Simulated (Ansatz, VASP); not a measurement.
**Two plane-wave programs on ZnS**

INCAR

```
ALGO = Normal
EDIFF = 1E-6
ENCUT = 520
GGA = PE
ISIF = 2
ISMEAR = 0
LASPH = T
LCHARG = F
LREAL = F
LWAVE = F
NBANDS = 16
NELM = 60
PREC = Accurate
SIGMA = 0.05
```

The input KPOINTS:

```
k-points
0
Gamma
  10 10 10
```

The input POSCAR:

```
ZnS
1.0
    0.0000000000      2.7046500000      2.7046500000
    2.7046500000      0.0000000000      2.7046500000
    2.7046500000      2.7046500000      0.0000000000
Zn S
1 1
Direct
   -0.0415950308     -0.0415950308     -0.0172292259
    0.7500000000      0.7500000000      0.7500000000
```

Input for Ansatz:

```yaml
crystal:
  lattice:
    - [0.0, 2.70465, 2.70465]
    - [2.70465, 0.0, 2.70465]
    - [2.70465, 2.70465, 0.0]
  atoms:
    - { symbol: Zn, position: [-0.0415950308, -0.0415950308, -0.0172292259] }
    - { symbol: S, position: [0.75, 0.75, 0.75] }
basis:
  ecutwfc: 420
kpoints:
  mp_grid: { grid: [10, 10, 10] }
hamiltonian:
  xc: pbe
scf:
  occupations: { method: gaussian, width: 0.05 }
output:
  forces: true
  stress: true
  eigenvalues: true
```

Alike in both runs: task single point; functional PBE; k mesh 10 × 10 × 10; occupations gaussian, width 0.05 eV; no spin polarisation.

```csv
,VASP,Ansatz
version,VASP 6.6.1,Ansatz 0.2.0
potentials or method,"VASP PAW PBE potentials, release 64 (Zn, S), cutoff 520 eV","scalar-relativistic, plane waves, PAW"
valence electrons in the cell,18,18
```

```csv
,VASP,Ansatz,Ansatz less VASP
gap on the k mesh at the Fermi level (eV),1.99,1.98,-0.011
least direct gap on the mesh (eV),1.99,1.98,-0.011
pressure (GPa),6.6,6.4,-0.17
"traceless stress, the component that is largest in VASP (GPa)",8.85,8.79,-0.064
rms of the force components (eV/Å),2.137,2.128,-0.0088
```

Atom by atom the forces differ by 0.009 eV/Å (rms over components).
